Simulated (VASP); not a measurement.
# Si4Se3 (I4mm) in VASP: further runs, part 2 of 2

VASP 6.6.1.

### Step 3. Relaxation of cell and atoms, PBE

This run uses another cell than the first one, of 25.66 Å³/atom.

Contents of INCAR:

```
PREC = Accurate ; ENCUT = 600
EDIFF = 1E-6 ; ISMEAR = 0
SIGMA = 0.2 ; LREAL = False
LASPH = True ; NELM = 100
ALGO = Normal ; ISIF = 3
LWAVE = False ; LCHARG = False
GGA = PE ; IBRION = 2
NSW = 36 ; EDIFFG = -0.08
```

Contents of KPOINTS:

```
Automatic mesh
0
Gamma
  3 3 3
```

Contents of POSCAR:

```
Si4Se3
1.0
   -3.6017537600      3.6017537600      3.4614142900
    3.6017537600     -3.6017537600      3.4614142900
    3.6017537600      3.6017537600     -3.4614142900
Si Se
4 3
Direct
    0.8364808200      0.0842266100      0.2477457900
    0.8364808200      0.5887350200      0.7522542100
    0.0842266100      0.8364808200      0.2477457900
    0.5887350200      0.8364808200      0.7522542100
    0.7676100900      0.2676100900      0.5000000000
    0.2676100900      0.7676100900      0.5000000000
    0.7352692100      0.7352692100      0.0000000000
```

Potentials or basis: VASP PAW PBE potentials, release 64 (Si, Se).

The run is started by

```
> cat potpaw_PBE.64/Si/POTCAR potpaw_PBE.64/Se/POTCAR > POTCAR
> mpirun -np 1 vasp_std > vasp.out
```

OUTCAR:

```text
PREC = Accurate
   ENCUT = 600
   EDIFF = 1E-6
   ISMEAR = 0
   LREAL = False
   LASPH = True
   NELM = 100
   ISIF = 3
   GGA = PE
   IBRION = 2
   NSW = 36
   EDIFFG = -0.08

 ion  position               nearest neighbor table
   1  0.836  0.084  0.248-   5 1.88   7 1.92   3 2.52   4 2.52
   2  0.836  0.589  0.752-   5 1.88   7 1.92   3 2.52   4 2.52
   3  0.084  0.836  0.248-   6 1.88   7 1.92   1 2.52   2 2.52
   4  0.589  0.836  0.752-   6 1.88   7 1.92   1 2.52   2 2.52
   5  0.768  0.268  0.500-   2 1.88   1 1.88
   6  0.268  0.768  0.500-   4 1.88   3 1.88
   7  0.735  0.735  0.000-   1 1.92   3 1.92   2 1.92   4 1.92

  LATTYP: Found a body centered tetragonal cell.
 ALAT       =     7.2035075200
 C/A-ratio  =     0.9610357955

  Lattice vectors:

 A1 = (  -3.6017537600,   3.6017537600,   3.4614142900)
 A2 = (   3.6017537600,  -3.6017537600,   3.4614142900)
 A3 = (   3.6017537600,   3.6017537600,  -3.4614142900)

Analysis of symmetry for initial positions (statically):
=====================================================================
 Subroutine PRICEL returns:
 Original cell was already a primitive cell.

 Routine SETGRP: Setting up the symmetry group for a
 body centered tetragonal supercell.
[... 170 lines left out ...]
  external PRESSURE =     538.9099876 kB  Pullay stress =       0.0000000 kB
[... 28 lines left out ...]
--------------------------------------- Ionic step        2  -------------------------------------------

 number of electron      34.0000004 magnetization

 E-fermi :  -1.9387     XC(G=0):  -5.1470

 val. band max:       -2.0151743753   @ k =  -0.3333   0.3333   0.3333
 cond. band min:      -1.9281491460   @ k =  -0.3333  -0.3333   0.3333
 fundamental gap:      0.0870252293
 Fermi energy:        -1.9386603736

 k-point     1 :       0.0000    0.0000    0.0000
  band No.  band energies     occupation
      1     -13.4047      2.00000
      2     -13.1729      2.00000
      3     -13.0817      2.00000
      4      -8.6785      2.00000
      5      -8.5961      2.00000
      6      -8.5961      2.00000
[... 208 lines left out ...]
  FREE ENERGIE OF THE ION-ELECTRON SYSTEM (eV)
  ---------------------------------------------------
  free  energy   TOTEN  =       -27.3356698954 eV

  energy  without entropy=      -27.3225851929  energy(sigma->0) =      -27.32912754

[... ionic steps 4 to 22 ...]

--------------------------------------- Ionic step       23  -------------------------------------------

 number of electron      34.0000003 magnetization

------------------------ aborting loop because EDIFF is reached ----------------------------------------
[... 77 lines left out ...]
--------------------------------------- Ionic step       25  -------------------------------------------

 number of electron      34.0000001 magnetization

 Free energy of the ion-electron system (eV)
  ---------------------------------------------------
  ext. energy  EPLUGINS =         0.00000000
  ---------------------------------------------------
  free energy    TOTEN  =       -31.09977105 eV

  energy without entropy =      -31.01574421  energy(sigma->0) =      -31.05775763

 E-fermi :   3.5618     XC(G=0):  -8.2750

 val. band max:        3.5573769989   @ k =  -0.3333   0.3333   0.0000
 cond. band min:       4.0831335889   @ k =   0.3333   0.0000   0.0000
 fundamental gap:      0.5257565900
 Fermi energy:         3.5617970710

 k-point     1 :       0.0000    0.0000    0.0000
  band No.  band energies     occupation
      1     -11.3056      2.00000
      2      -9.9917      2.00000
      3      -9.8151      2.00000
      4      -5.5427      2.00000
      5      -4.7668      2.00000
      6      -4.7668      2.00000
[... 167 lines left out ...]
  FREE ENERGIE OF THE ION-ELECTRON SYSTEM (eV)
  ---------------------------------------------------
  free  energy   TOTEN  =       -31.0997710496 eV

  energy  without entropy=      -31.0157442099  energy(sigma->0) =      -31.05775763

 reached required accuracy - stopping structural energy minimisation
```

Wall time 6.9 min (1 thread of AMD EPYC 9R45 (Zen 5), shared host); peak memory 0.34 GiB.

Results:

```yaml
Free_energy: -31.0998 eV
Relaxed_volume: 27.03 Å³/atom
Relaxed_cell: a = 6.273 Å, b = 6.273 Å, c = 6.273 Å, α = 111.66°, β = 111.66°, γ = 105.18°
Space_group_after_relaxing_to_0.1_Å: I4mm (No. 107)
Energy_gained_by_relaxing: 2973.6 meV/atom
Ionic_steps: 25
Pressure_after_relaxing: -0.1 GPa
Largest_force_after_relaxing: 0.076 eV/Å
Band_gap_on_the_k_mesh: zero (bands 17 and 18 overlap by 0.07 eV)
```

Forces on the atoms (eV/Å):
```
Si  -0.023  0.000  0.014
Si   0.023  0.000  0.014
Si   0.000 -0.023  0.014
Si   0.000  0.023  0.014
Se   0.000  0.000  0.010
Se   0.000  0.000  0.010
Se   0.000  0.000 -0.076
```

Step by step:
| step | energy change (eV) | largest force (eV/Å) | pressure (GPa) | volume (Å³) |
| --- | --- | --- | --- | --- |
| 1 | 0.0000 | 18.3234 | 53.89 | 179.61 |
| 2 | -7.9680 | 2.1379 | -5.15 | 496.26 |
| 3 | -17.0513 | 0.8847 | -2.98 | 291.23 |
| 4 | -17.1868 | 1.2981 | -2.20 | 283.26 |
| 5 | -17.2568 | 2.1875 | -0.40 | 268.86 |
| 6 | -17.2630 | 2.0498 | -0.68 | 270.87 |
| 7 | -18.1847 | 1.7401 | -1.67 | 268.06 |
| 8 | -19.7002 | 1.0943 | -3.90 | 259.74 |
| 9 | -19.7694 | 1.9963 | -4.36 | 256.55 |
| 10 | -20.1186 | 2.1463 | -2.62 | 234.54 |
| 11 | -20.1220 | 2.1467 | -2.43 | 232.73 |
| 12 | -20.4150 | 1.2444 | -0.97 | 223.47 |
| 13 | -20.4941 | 0.8350 | 0.49 | 216.21 |
| 14 | -20.5550 | 0.6582 | 0.11 | 216.57 |
| 15 | -20.6144 | 0.6449 | -0.77 | 217.57 |
| 16 | -20.6698 | 0.5222 | -0.83 | 213.82 |
| 17 | -20.7275 | 0.3505 | -1.12 | 205.14 |
| 18 | -20.7751 | 0.5172 | 0.15 | 196.50 |
| 19 | -20.7763 | 0.5511 | 0.44 | 194.82 |
| 20 | -20.8024 | 0.2041 | 0.09 | 191.74 |
| 21 | -20.8024 | 0.2053 | 0.07 | 191.56 |
| 22 | -20.8083 | 0.1440 | -0.23 | 191.81 |
| 23 | -20.8097 | 0.1777 | -0.47 | 192.01 |
| 24 | -20.8132 | 0.0868 | -0.33 | 191.00 |
| 25 | -20.8154 | 0.0764 | -0.06 | 189.22 |

Final structure:
```cif
data_structure
_symmetry_space_group_name_H-M 'P 1'
_symmetry_Int_Tables_number 1
_cell_length_a 6.2729
_cell_length_b 6.2729
_cell_length_c 6.2729
_cell_angle_alpha 111.656
_cell_angle_beta 111.656
_cell_angle_gamma 105.184
_cell_volume 189.22
loop_
_atom_site_label
_atom_site_type_symbol
_atom_site_fract_x
_atom_site_fract_y
_atom_site_fract_z
_atom_site_occupancy
Si1 Si 0.90082 0.14203 0.24120 1
Si2 Si 0.90082 0.65962 0.75880 1
Si3 Si 0.14203 0.90082 0.24120 1
Si4 Si 0.65962 0.90082 0.75880 1
Se1 Se 0.68664 0.18664 0.50000 1
Se2 Se 0.18664 0.68664 0.50000 1
Se3 Se 0.63984 0.63984 0.00000 1
```

Caveat: the k points lie up to 0.40 Å⁻¹ apart in the final cell; the relaxation stopped at a loose force limit of 0.08 eV/Å, so its end isn't a converged minimum.

### Step 4. Single point, PBE

This run uses another cell than the first one, of 27.13 Å³/atom.

Contents of INCAR:

```
SYSTEM = Si4Se3
  PREC = Accurate
  ENCUT = 520
  EDIFF = 1E-6
  ISMEAR = 0
  SIGMA = 0.1
  LREAL = .False.
  LASPH = .True.
  NELM = 60
  ALGO = Normal
  ISIF = 2
  LWAVE = .False.
  LCHARG = .False.
  GGA = PE
  NBANDS = 26
```

Contents of KPOINTS:

```
Automatic mesh
0
Gamma
  6 6 6
  0 0 0
```

Contents of POSCAR:

```
Si4Se3
1.0
   -3.4924151075      3.4924151075      3.8921276672
    3.4924151075     -3.4924151075      3.8921276672
    3.4924151075      3.4924151075     -3.8921276672
Si Se
4 3
Direct
    0.8995681115      0.1425218276      0.2429537161
    0.8995681115      0.6566143954      0.7570462839
    0.1425218276      0.8995681115      0.2429537161
    0.6566143954      0.8995681115      0.7570462839
    0.6873213940      0.1873213940      0.5000000000
    0.1873213940      0.6873213940      0.5000000000
    0.6434974260      0.6434974260      0.0000000000
```

The run is started by

```
> cat potpaw_PBE.64/Si/POTCAR potpaw_PBE.64/Se/POTCAR > POTCAR
> mpirun -np 1 vasp_std > vasp.out
```

Run time: 96 s. Hardware: 1 thread of AMD EPYC 9R45 (Zen 5), shared host; peak memory 0.35 GiB.

Results (log left out):

```yaml
Free_energy: -31.1180 eV
Pressure: 0.0 GPa
Largest_force: 0.016 eV/Å
Band_gap_on_the_k_mesh: zero (bands 17 and 18 overlap by 0.58 eV)
```

Forces on the atoms (eV/Å):
```
Si   0.005  0.000  0.005
Si  -0.005  0.000  0.005
Si   0.000  0.005  0.005
Si   0.000 -0.005  0.005
Se   0.000  0.000 -0.002
Se   0.000  0.000 -0.002
Se   0.000  0.000 -0.016
```

Levels at points of the mesh, in eV from the Fermi level:
```csv
k point,band 15,band 16,band 17,band 18,band 19,band 20
"(0.00, 0.00, 0.00)",-2.03,-2.03,-0.46,0.64,2.06,2.61
"(0.50, 0.00, 0.00)",-2.32,-1.73,-0.26,0.58,1.54,1.69
"(0.50, 0.50, 0.00)",-2.34,-1.65,-0.63,0.08,0.63,1.77
"(0.50, 0.50, 0.50)",-2.50,-2.12,-2.12,0.66,0.66,0.95
```

### Step 5. Single point, PBE

Contents of INCAR:

```
PREC = Accurate
ENCUT = 500
EDIFF = 1E-6
ISMEAR = 0
SIGMA = 0.1
LREAL = False
LASPH = True
NELM = 120
ALGO = Normal
ISIF = 2
LWAVE = False
LCHARG = False
GGA = PE
NBANDS = 26
GGA_COMPAT = False
```

Contents of KPOINTS:

```
Automatic mesh
0
Gamma
  4 4 4
```

Contents of POSCAR:

```
Si4Se3
1.0
   -3.5808140342      3.5808140342      3.6076052938
    3.5808140342     -3.5808140342      3.6076052938
    3.5808140342      3.5808140342     -3.6076052938
Si Se
4 3
Direct
    0.9050235345      0.1416597791      0.2366362445
    0.9050235345      0.6683872900      0.7633637555
    0.1416597791      0.9050235345      0.2366362445
    0.6683872900      0.9050235345      0.7633637555
    0.6844518688      0.1844518688      0.5000000000
    0.1844518688      0.6844518688      0.5000000000
    0.6274147843      0.6274147843      0.0000000000
```

The run is started by

```
> cat potpaw_PBE.64/Si/POTCAR potpaw_PBE.64/Se/POTCAR > POTCAR
> mpirun -np 1 vasp_std > vasp.out
```

It took 1.9 min on 1 thread of Intel Xeon 8259CL, shared host; peak memory 0.33 GiB.

Results (log left out):

- Free energy: -31.0939 eV
- Pressure: 0.4 GPa
- Largest force: 0.125 eV/Å
- Band gap on the k mesh: zero (bands 17 and 18 overlap by 0.73 eV)

Forces on the atoms (eV/Å):
```
Si   0.048  0.000 -0.044
Si  -0.048  0.000 -0.044
Si   0.000  0.048 -0.044
Si   0.000 -0.048 -0.044
Se   0.000  0.000  0.125
Se   0.000  0.000  0.125
Se   0.000  0.000 -0.075
```

Stress tensor (GPa, compression positive):
```
0.18 0.00 0.00
0.00 0.18 0.00
0.00 0.00 0.81
```

Levels at points of the mesh, in eV from the Fermi level:
| k point | band 15 | band 16 | band 17 | band 18 | band 19 | band 20 |
| --- | --- | --- | --- | --- | --- | --- |
| (0.00, 0.00, 0.00) | -2.28 | -2.28 | -0.65 | -0.03 | 2.17 | 2.28 |
| (0.50, 0.00, 0.00) | -2.48 | -1.84 | -0.28 | 0.37 | 1.33 | 1.71 |
| (0.50, 0.50, 0.00) | -2.55 | -1.89 | -0.71 | 0.31 | 0.46 | 1.40 |
| (0.50, 0.50, 0.50) | -2.42 | -2.13 | -2.13 | 0.29 | 0.29 | 0.58 |

### Step 6. Summary

```csv
task,cell,k mesh,cutoff (eV),smearing,gap on the mesh (eV),pressure (GPa),largest force (eV/Å)
single point,"a = 6.218 Å, angles 109.7, 109.7, 109.1°, 7 atoms, atomic positions A",3 × 3 × 3,520,gaussian 0.2 eV,none,0.1,0.08
relaxation of cell and atoms,"relaxed from a = 6.158 Å, angles 108.4, 108.4, 111.6°, 7 atoms, atomic positions B",3 × 3 × 3,600,gaussian 0.2 eV,none,-0.1,0.08
single point,"a = 6.288 Å, angles 112.5, 112.5, 103.5°, 7 atoms, atomic positions C",6 × 6 × 6,520,gaussian 0.1 eV,none,0.0,0.02
single point,"a = 6.218 Å, angles 109.7, 109.7, 109.1°, 7 atoms, atomic positions A",4 × 4 × 4,500,gaussian 0.1 eV,none,0.4,0.13
```

Alike in all rows: level PBE; potentials or basis VASP PAW PBE potentials, release 64 (Si, Se); no spin polarisation.

Caveats: some runs use coarse meshes; the relaxation stopped at a loose force limit of 0.08 eV/Å, so its end isn't a converged minimum (at least some runs).

Total energies depend on the potentials used, so only differences within one code and one set of settings carry meaning.
